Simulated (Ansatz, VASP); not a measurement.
## Two plane-wave programs on Zr3ZnN2

Contents of INCAR:

```
PREC     = Accurate       # precision mode
ENCUT    = 600            # plane-wave cutoff, eV
EDIFF    = 1E-6           # SCF threshold, eV
ISMEAR   = 0              # smearing method
SIGMA    = 0.1            # smearing width, eV
LREAL    = F              # projectors in reciprocal space
LASPH    = T              # aspherical terms in the spheres
NELM     = 100            # most SCF steps
ALGO     = Normal         # electronic algorithm
ISIF     = 3              # what is computed and relaxed
LWAVE    = F              # write WAVECAR
LCHARG   = F              # write CHGCAR
GGA      = PE             # functional
IBRION   = 2              # ionic algorithm
NSW      = 100            # ionic steps
EDIFFG   = -0.01          # ionic threshold
```

File KPOINTS:

```
Automatic mesh
0
Gamma
  6 6 12
```

File POSCAR:

```
Zr3ZnN2
1.0
    5.9876079891      0.0000000000      0.0000000000
   -2.9938039945      5.1854206264      0.0000000000
    0.0000000000      0.0000000000      3.0231401811
Zr Zn N
3 1 2
Direct
    0.5000000000      0.5000000000      0.5000000000
    0.5000000000      0.0000000000      0.5000000000
    0.0000000000      0.5000000000      0.5000000000
    0.0000000000      0.0000000000      0.0000000000
    0.6666666667      0.3333333333      0.0000000000
    0.3333333333      0.6666666667      0.0000000000
```

Input for Ansatz:

```yaml
crystal:
  lattice:
    - [5.9876079872, 0.0, 0.0]
    - [-2.9938039936, 5.1854206248, 0.0]
    - [0.0, 0.0, 3.0231401728]
  atoms:
    - { symbol: Zr, position: [0.5, 0.5, 0.5] }
    - { symbol: Zr, position: [0.5, 0.0, 0.5] }
    - { symbol: Zr, position: [0.0, 0.5, 0.5] }
    - { symbol: Zn, position: [0.0, 0.0, 0.0] }
    - { symbol: "N", position: [0.6666666667, 0.3333333333, 0.0] }
    - { symbol: "N", position: [0.3333333333, 0.6666666667, 0.0] }
basis:
  ecutwfc: 420
kpoints:
  mp_grid: { grid: [6, 6, 12] }
hamiltonian:
  xc: pbe
scf:
  occupations: { method: gaussian, width: 0.1 }
output:
  forces: true
  stress: true
  eigenvalues: true
  write_density: true
  write_potential: true
  elf: true
  volumetric_format: npy
relax:
  adjacent_minimum: "off"
  f_tol: 0.01
  max_steps: 80
  cell: { stress_tol: 0.05 }
```

Change from the starting cell: species swapped into the ErCo3Ni2 type (P6/mmm, No. 191).

Alike in both runs: task relaxation of cell and atoms; functional PBE; k mesh 6 × 6 × 12; occupations gaussian, width 0.1 eV; no spin polarisation.

|  | VASP | Ansatz |
| --- | --- | --- |
| version | VASP 6.6.1 | Ansatz 0.2.0 |
| potentials or method | VASP PAW PBE potentials, release 64 (Zr_sv, Zn, N), cutoff 600 eV | scalar-relativistic, plane waves, PAW |
| valence electrons in the cell | 58 | 58 |

|  | VASP | Ansatz | Ansatz less VASP |
| --- | --- | --- | --- |
| gap on the k mesh at the Fermi level, each at its own relaxed structure (eV) | none | none | - |
| relaxed volume (Å³/atom) | 15.63 | 15.62 | -0.008 |
| relaxed cell length with the largest relative difference (Å) | 3.041 | 3.040 | -0.0010 |

A gap of «none» marks a metal or a gap that the smearing closes.
